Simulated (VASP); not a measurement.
ZrO2: single point with PBE+D3(BJ)

The system is ZrO2.

```xyz
3
Lattice="0.0000 2.5438 2.5438 2.5438 0.0000 2.5438 2.5438 2.5438 0.0000" Properties=species:S:1:pos:R:3 pbc="T T T"
Zr    0.0000    0.0000    0.0000
O     1.2719    1.2719    1.2719
O     3.8157    3.8157    3.8157
```

```
Program             : VASP 6.6.1
Task                : single point
Functional          : PBE
Dispersion          : D3(BJ)
Potentials or basis : VASP PAW PBE potentials, release 64 (Zr_sv, O)
Cutoff              : 600 eV
k mesh              : 8 × 8 × 8
Occupations         : gaussian, width 0.02 eV
Spin                : no spin polarisation
```

The pressure is 0.1 GPa, the band gap on the k mesh is 3.36 eV (least direct gap 3.80 eV) and the dispersion energy per atom is -0.267 eV.

Levels at points of the mesh, in eV from the valence-band top:
| k point | band 9 | band 10 | band 11 | band 12 | band 13 | band 14 | band 15 | band 16 |
| --- | --- | --- | --- | --- | --- | --- | --- | --- |
| (0.00, 0.00, 0.00) | -5.24 | -0.53 | -0.53 | -0.53 | 3.36 | 3.36 | 6.59 | 9.38 |
| (0.50, 0.00, 0.00) | -2.53 | -2.47 | -1.64 | -1.64 | 4.00 | 4.00 | 6.10 | 8.48 |
| (0.50, 0.50, 0.00) | -3.15 | -1.51 | -1.51 | 0.00 | 3.80 | 4.75 | 5.84 | 7.29 |

It took 42 s on 1 thread of Intel Xeon 8259CL, on a shared host, peak memory 0.19 GiB.

A k mesh can miss the band edges.
